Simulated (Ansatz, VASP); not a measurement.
**Two plane-wave programs on B**

```
CELL_PARAMETERS angstrom
2.36974 0.00000 0.00000
0.00000 2.36974 0.00000
0.00000 0.00000 1.58175
ATOMIC_POSITIONS crystal
B 0.50000 0.50000 0.50000
```

Alike in both runs: task relaxation of cell and atoms; functional PBE; k mesh 24 × 24 × 34; occupations gaussian, width 0.1 eV; no spin polarisation.

|  | VASP | Ansatz |
| --- | --- | --- |
| version | VASP 6.6.1 | Ansatz 0.2.0 |
| potentials or method | VASP PAW PBE potentials, release 64 (B), cutoff 600 eV | scalar-relativistic, plane waves, PAW |
| valence electrons in the cell | 3 | 3 |

VASP gave:

```
gap on the k mesh at the Fermi level, each at its own relaxed structure (eV) : none
relaxed volume (Å³/atom)                                                     : 8.71
relaxed cell length with the largest relative difference (Å)                 : 2.344
```

Task: Estimate Ansatz's values.

Result: gap on the k mesh at the Fermi level, each at its own relaxed structure (eV): none; relaxed volume (Å³/atom): 8.73; relaxed cell length with the largest relative difference (Å): 2.347.

A gap of «none» marks a metal or a gap that the smearing closes.
